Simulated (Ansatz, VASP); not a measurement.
**W: VASP beside Ansatz**

```xyz
1
Lattice="-1.6032 1.6032 1.6032 1.6032 -1.6032 1.6032 1.6032 1.6032 -1.6032" Properties=species:S:1:pos:R:3 pbc="T T T"
W     0.0000    0.0000    0.0000
```

Alike in both runs: task single point; functional PBE; k mesh 13 × 13 × 13; occupations fermi-dirac, width 0.15 eV; no spin polarisation.

|  | VASP | Ansatz |
| --- | --- | --- |
| version | VASP 6.6.1 | Ansatz 0.2.0 |
| potentials or method | VASP PAW PBE potentials, release 64 (W_sv), cutoff 520 eV | plane waves, PAW |
| valence electrons in the cell | 14 | 14 |

VASP gave:

- pressure (GPa): -5.9

**Question.** Estimate Ansatz's values.

**Answer.** Pressure (GPa): -6.3.

With one functional, cell and mesh, what is left measures potentials, basis and numerics.

Neither program's run includes spin-orbit coupling.
